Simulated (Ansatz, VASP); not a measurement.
Ti in VASP and in Ansatz

Contents of POSCAR:

```
Ti
1.0
    0.0000000000      2.0909000000      1.9995500000
    2.0909000000      0.0000000000      1.9995500000
    2.0909000000      2.0909000000      0.0000000000
Ti
1
Direct
    0.0000000000      0.0000000000      0.0000000000
```

File INCAR.step1:

```
SYSTEM = Ti
ALGO = Normal
EDIFF = 1E-4
ENCUT = 520
GGA = PE
ISMEAR = 0
LASPH = .True.
LCHARG = .False.
LREAL = .False.
LWAVE = .True.
NBANDS = 12
NELM = 100
PREC = Accurate
SIGMA = 0.15
```

The input INCAR.step2:

```
SYSTEM = Ti
ALGO = Normal
EDIFF = 1E-7
ENCUT = 520
ISIF = 2
ISMEAR = 0
ISTART = 1
LASPH = .True.
LCHARG = .True.
LELF = .True.
LMIXTAU = .True.
LREAL = .False.
LVHAR = .True.
LWAVE = .False.
METAGGA = R2SCAN
NBANDS = 12
NELM = 100
PREC = Accurate
SIGMA = 0.15
```

The input KPOINTS:

```
k-points
0
Gamma
  20 20 20
  0 0 0
```

Input for Ansatz:

```yaml
crystal:
  lattice:
    - [0.0, 2.0909, 1.99955]
    - [2.0909, 0.0, 1.99955]
    - [2.0909, 2.0909, 0.0]
  atoms:
    - { symbol: Ti, position: [0.0, 0.0, 0.0] }
basis:
  ecutwfc: 500
kpoints:
  mp_grid: { grid: [20, 20, 20] }
hamiltonian:
  xc: r2scan
scf:
  occupations: { method: gaussian, width: 0.15 }
output:
  forces: true
  stress: true
  eigenvalues: true
```

Change from the starting cell: strain +0.030 along x and y, -0.015 along z, atoms carried along.

Alike in both runs: task single point; functional r2SCAN; k mesh 20 × 20 × 20; occupations gaussian, width 0.15 eV; no spin polarisation.

```csv
,VASP,Ansatz
version,VASP 6.6.1,Ansatz 0.2.0
potentials or method,"VASP PAW PBE potentials, release 64 (Ti_sv), cutoff 520 eV","scalar-relativistic, plane waves, PAW"
valence electrons in the cell,12,12
```

```csv
,VASP,Ansatz,Ansatz less VASP
gap on the k mesh at the Fermi level (eV),none,none,-
pressure (GPa),-0.4,-0.8,-0.40
"traceless stress, the component that is largest in VASP (GPa)",0.99,0.99,-0.004
```

VASP's potentials were made for PBE, not for r2SCAN. A gap of «none» marks a metal or a gap that the smearing closes.
